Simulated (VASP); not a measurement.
# CuO (Tenorite) (C2/c) in VASP: notebook

Aim: see how the results for CuO (Tenorite) move with the level of theory and the settings. Levels: PBE, PBEsol. Tasks: electric field gradients, density of states.

Program: VASP 6.6.1. These are calculated values, not measurements. Logs are shortened: lines on timing, memory, paths and dates and some standing lists are left out, and cuts for length are marked.

## (1) The cell of the first run

It takes space group C2/c (No. 15, monoclinic). The conventional cell has a = 4.684 Å, b = 3.423 Å, c = 5.129 Å, α = 90.00°, β = 99.54°, γ = 90.00°. Cu (site symmetry -1) has 4 O at 1.95 to 1.96 Å within 2.6 Å. O (site symmetry 2) has 4 Cu at 1.95 to 1.96 Å within 2.6 Å.

## (2) Electric field gradients, PBE

File INCAR:

```
SYSTEM = CuO
PREC     = Accurate       ! precision mode
ENCUT    = 520            ! plane-wave cutoff, eV
EDIFF    = 1E-8           ! SCF threshold, eV
ISMEAR   = -1             ! smearing method
SIGMA    = 0.05           ! smearing width, eV
LREAL    = .FALSE.        ! projectors in reciprocal space
LASPH    = .TRUE.         ! aspherical terms in the spheres
NELM     = 100            ! most SCF steps
ALGO     = Normal         ! electronic algorithm
ISIF     = 2              ! what is computed and relaxed
LWAVE    = .FALSE.        ! write WAVECAR
LCHARG   = .FALSE.        ! write CHGCAR
GGA      = PE             ! functional
LEFG     = .TRUE.       
NBANDS   = 25             ! bands
```

File KPOINTS:

```
Automatic mesh
0
G
  10 10 5
  0 0 0
```

File POSCAR:

```
CuO
1.0
    2.3418500000     -1.7113000000      0.0000000000
    2.3418500000      1.7113000000      0.0000000000
   -0.8500274268      0.0000000000      5.0578693947
Cu O
2 2
Direct
    0.5000000000      0.0000000000      0.5000000000
    0.0000000000      0.5000000000      0.0000000000
    0.4184000000      0.5816000000      0.7500000000
    0.5816000000      0.4184000000      0.2500000000
```

Potentials or basis: VASP PAW PBE potentials, release 64 (Cu, O).

Run with:

```console
$ cat potpaw_PBE.64/Cu/POTCAR potpaw_PBE.64/O/POTCAR > POTCAR
$ mpirun -np 1 vasp_std > vasp.out
```

OUTCAR:

```text
SYSTEM = CuO
   PREC = Accurate
   ENCUT = 520
   EDIFF = 1E-8
   ISMEAR = -1
   LREAL = .FALSE.
   LASPH = .TRUE.
   NELM = 100
   ISIF = 2
   GGA = PE

 ion  position               nearest neighbor table
   1  0.500  0.000  0.500-   3 1.95   4 1.95   4 1.96   3 1.96
   2  0.000  0.500  0.000-   4 1.95   3 1.95   4 1.96   3 1.96
   3  0.418  0.582  0.750-   2 1.95   1 1.95   2 1.96   1 1.96
   4  0.582  0.418  0.250-   1 1.95   2 1.95   2 1.96   1 1.96

  LATTYP: Found a base centered monoclinic cell.
 ALAT       =     4.6837000000
 B/A-ratio  =     0.7307470589
 C/A-ratio  =     1.0950317057
 COS(beta)  =    -0.1657361228

  Lattice vectors:

 A1 = (   2.3418500000,  -1.7113000000,   0.0000000000)
 A2 = (   2.3418500000,   1.7113000000,   0.0000000000)
 A3 = (  -0.8500274268,   0.0000000000,   5.0578693947)

Analysis of symmetry for initial positions (statically):
=====================================================================
 Subroutine PRICEL returns:
 Original cell was already a primitive cell.

 Routine SETGRP: Setting up the symmetry group for a
 base centered monoclinic supercell.

 Subroutine GETGRP returns: Found  4 space group operations
 (whereof  2 operations were pure point group operations)
 out of a pool of  4 trial point group operations.

The static configuration has the point symmetry S_2 .
 The point group associated with its full space group is C_2h.

Analysis of symmetry for dynamics (positions and initial velocities):
=====================================================================
 Subroutine PRICEL returns:
 Original cell was already a primitive cell.

 Routine SETGRP: Setting up the symmetry group for a
 base centered monoclinic supercell.

 Subroutine GETGRP returns: Found  4 space group operations
 (whereof  2 operations were pure point group operations)
 out of a pool of  4 trial point group operations.

The dynamic configuration has the point symmetry S_2 .
 The point group associated with its full space group is C_2h.

 Subroutine INISYM returns: Found  4 space group operations
 (whereof  2 operations are pure point group operations),
 and found     1 'primitive' translations

----------------------------------------------------------------------------------------

                                     Primitive cell

  volume of cell :      40.5399

  direct lattice vectors                    reciprocal lattice vectors
     2.341850000 -1.711300000  0.000000000     0.213506416 -0.292175539  0.035881968
     2.341850000  1.711300000  0.000000000     0.213506416  0.292175539  0.035881968
    -0.850027427  0.000000000  5.057869395     0.000000000  0.000000000  0.197711709

  length of vectors
     2.900484289  2.900484289  5.128800000     0.363646877  0.363646877  0.197711709

  position of ions in fractional coordinates (direct lattice)
     0.500000000  0.000000000  0.500000000
     0.000000000  0.500000000  0.000000000
     0.418400000  0.581600000  0.750000000
     0.581600000  0.418400000  0.250000000

  ion indices of the primitive-cell ions
   primitive index   ion index
                 1           1
                 2           2
                 3           3
                 4           4

----------------------------------------------------------------------------------------

 KPOINTS: Automatic mesh

Automatic generation of k-mesh.
 Grid dimensions read from file:
 generate k-points for:   10   10    5

 Generating k-lattice:

  Cartesian coordinates                     Fractional coordinates (reciprocal lattice)
     0.021350642 -0.029217554  0.003588197     0.100000000  0.000000000  0.000000000
     0.021350642  0.029217554  0.003588197     0.000000000  0.100000000  0.000000000
     0.000000000  0.000000000  0.039542342     0.000000000  0.000000000  0.200000000

  Length of vectors
     0.036364688  0.036364688  0.039542342

[... 40 lines left out ...]
   ions per type =               2   2
   NGX,Y,Z   is equivalent  to a cutoff of  13.76, 13.76, 12.97 a.u.
   NGXF,Y,Z  is equivalent  to a cutoff of  27.51, 27.51, 25.93 a.u.
 SYSTEM =  CuO
   PREC   = accura    normal or accurate (medium, high low for compatibility)
   ISTART =      0    job   : 0-new  1-cont  2-samecut
   ICHARG =      2    charge: 1-file 2-atom 10-const
   ISPIN  =      1    spin polarized calculation?
   LNONCOLLINEAR =      F non collinear calculations
   LSORBIT =      F    spin-orbit coupling
   LASPH  =      T    aspherical Exc in radial PAW
   ENCUT  =  520.0 eV  38.22 Ry    6.18 a.u.   5.39  5.39  9.54*2*pi/ulx,y,z
   NELM   =    100;   NELMIN=  2; NELMDL= -5     # of ELM steps
   EDIFF  = 0.1E-07   stopping-criterion for ELM
   LREAL  =      F    real-space projection
   EDIFFG = 0.1E-06   stopping-criterion for IOM
   NSW    =      0    number of steps for IOM
   IBRION =     -1    ionic relax: 0-MD 1-quasi-New 2-CG
   NFREE  =      0    steps in history (QN), initial steepest desc. (CG)
   ISIF   =      2    stress and relaxation
   ISYM   =      2    0-nonsym 1-usesym 2-fastsym
   POTIM  = 0.5000    time-step for ionic-motion
   TEBEG  =    0.0;   TEEND  =   0.0 temperature during run
   PSTRESS=    0.0 pullay stress
   NELECT =      34.0000    total number of electrons
   NUPDOWN=      -1.0000    fix difference up-down
   EMIN   =  10.00;   EMAX   =-10.00  energy-range for DOS
   EFERMI =   0.00;   METHOD = LEGACY
   ISMEAR =    -1;   SIGMA  =   0.05  broadening in eV -4-tet -1-fermi 0-gaus
   EFERMI_NEDOS =   21; number of points for ismear=-14 and -15
   IALGO  =     38    algorithm
   IMIX   =      4    mixing-type and parameters
     AMIX     =   0.40;   BMIX     =  1.00
     AMIX_MAG =   1.60;   BMIX_MAG =  1.00
  volume/ion in A,a.u.               =      10.13        68.39
  Fermi-wavevector in a.u.,A,eV,Ry     =   1.543856  2.917465 32.429379  2.383492
  Thomas-Fermi vector in A             =   2.649460
   LORBIT       =      0    0 simple, 1 ext, 2 COOP (PROOUT), +10 PAW based schemes
   GGA     = PE    functional components
   LHFCALC =     F    Hartree Fock is set to
   AEXX    =    0.0000 exact exchange contribution
   IVDW    =     0    specifies the selected vdW correction
   LEPSILON=     F    determine dielectric tensor
   LRPA    =     F    only Hartree local field effects (RPA)
 non-spin polarized calculation
  energy-cutoff  :      520.00
  volume of cell :       40.54
 maximum number of plane-waves:      1129
 NGX is ok and might be reduce to    24
   NGX = 11   NGY = 11   NGZ = 19

 number of electron      34.0000001 magnetization

 Free energy of the ion-electron system (eV)
  ---------------------------------------------------
  ext. energy  EPLUGINS =         0.00000000
  ---------------------------------------------------
  free energy    TOTEN  =       -19.53132486 eV

  energy without entropy =      -19.51201961  energy(sigma->0) =      -19.52167224

 E-fermi :   5.7191     XC(G=0): -11.9151

 val. band max:        5.7049368631   @ k =  -0.4000   0.2000   0.4000
 cond. band min:       5.7233659251   @ k =   0.5000   0.2000   0.4000
 fundamental gap:      0.0184290620
 Fermi energy:         5.7190506190

 k-point     1 :       0.0000    0.0000    0.0000
  band No.  band energies     occupation
      1     -14.2137      2.00000
      2     -12.8873      2.00000
      3      -2.4332      2.00000
      4       0.1586      2.00000
      5       0.5547      2.00000
      6       2.4026      2.00000
[... 661 lines left out ...]
     24      19.0988      0.00000
     25      20.1584      0.00000

 [... further k-points ...]

------------------------ aborting loop because EDIFF is reached ----------------------------------------

  FORCE on cell =-STRESS in cart. coord.  units (eV):
  Direction    XX          YY          ZZ          XY          YZ          ZX
  --------------------------------------------------------------------------------------
  -------------------------------------------------------------------------------------
  Total        1.5875780      1.8310794      1.4343938      0.0000000      0.0000000     -0.3074066
  in kB       62.7426454     72.3660600     56.6886537      0.0000000      0.0000000    -12.1490109
  external PRESSURE =      63.9324530 kB  Pullay stress =       0.0000000 kB

 VOLUME and BASIS-vectors are now :
 -----------------------------------------------------------------------------
  energy-cutoff  :      520.00
  volume of cell :       40.54
      direct lattice vectors                 reciprocal lattice vectors
     2.341850000 -1.711300000  0.000000000     0.213506416 -0.292175539  0.035881968
     2.341850000  1.711300000  0.000000000     0.213506416  0.292175539  0.035881968
    -0.850027427  0.000000000  5.057869395     0.000000000  0.000000000  0.197711709

 POSITION                                       TOTAL-FORCE (eV/Angst)
 -----------------------------------------------------------------------------------
      0.74591     -0.85565      2.52893        -0.000000     -0.000000      0.000000
      1.17092      0.85565      0.00000        -0.000000     -0.000000      0.000000
      1.70433      0.27928      3.79340         0.000000     -0.218840     -0.000000
      2.12934     -0.27928      1.26447        -0.000000      0.218840      0.000000
 -----------------------------------------------------------------------------------
    total drift:                                0.000000      0.000000     -0.000000

  FREE ENERGIE OF THE ION-ELECTRON SYSTEM (eV)
  ---------------------------------------------------
  free  energy   TOTEN  =       -19.5313248600 eV

  energy  without entropy=      -19.5120196112  energy(sigma->0) =      -19.52167224

 Electric field gradients (V/A^2)
---------------------------------------------------------------------
 ion       V_xx      V_yy      V_zz      V_xy      V_xz      V_yz
---------------------------------------------------------------------
   1      -2.525   -11.880    14.404    17.525    -6.091     7.598
   2      -2.525   -11.880    14.404   -17.525    -6.091    -7.598
   3      13.272   -24.151    10.879     0.000   -16.711     0.000
   4      13.272   -24.151    10.879     0.000   -16.711    -0.000
---------------------------------------------------------------------

 Electric field gradients after diagonalization (V/A^2)
 (convention: |V_zz| > |V_xx| > |V_yy|)
----------------------------------------------------------------------
 ion       V_xx      V_yy      V_zz     asymmetry (V_yy - V_xx)/ V_zz
----------------------------------------------------------------------
   1      16.668    10.929   -27.597       0.208
   2      16.668    10.929   -27.597       0.208
   3     -24.151    -4.678    28.830       0.675
   4     -24.151    -4.678    28.830       0.675
----------------------------------------------------------------------

           NMR quadrupolar parameters

 Cq : quadrupolar parameter    Cq=e*Q*V_zz/h
 eta: asymmetry parameters     (V_yy - V_xx)/ V_zz
 Q  : nuclear electric quadrupole moment in mb (millibarn)
----------------------------------------------------------------------
 ion       Cq(MHz)       eta       Q (mb)
----------------------------------------------------------------------
   1      -0.067       0.208       1.000
   2      -0.067       0.208       1.000
   3       0.070       0.675       1.000
   4       0.070       0.675       1.000
----------------------------------------------------------------------
```

Wall time 2.3 min (1 thread of Intel Xeon Platinum 8259CL at 2.50GHz (Skylake/Cascade Lake), shared host); peak memory 0.24 GiB.

What came out:

* Free energy: -19.5313 eV
* Pressure: 6.4 GPa
* Largest force: 0.219 eV/Å
* Band gap on the k mesh: zero (band 17 reaches 5.99 eV, above the bottom of band 18 at 5.39 eV)

Forces on the atoms (eV/Å):
```
Cu   0.000  0.000  0.000
Cu   0.000  0.000  0.000
O    0.000 -0.219  0.000
O    0.000  0.219  0.000
```

Electric field gradients, principal values (V/Å²):
```
atom   least   middle  greatest (by size)
1 Cu  10.929   16.668             -27.597
2 Cu  10.929   16.668             -27.597
 3 O  -4.678  -24.151              28.830
 4 O  -4.678  -24.151              28.830
```

Caveat: without QUAD_EFG the Cq values of the log hold for a quadrupole moment of 1 mb, not for the nuclei; semilocal functionals often make such compounds metallic where correlation or magnetic order opens a gap, which also shifts bond lengths.

[end of part 1 of 2]
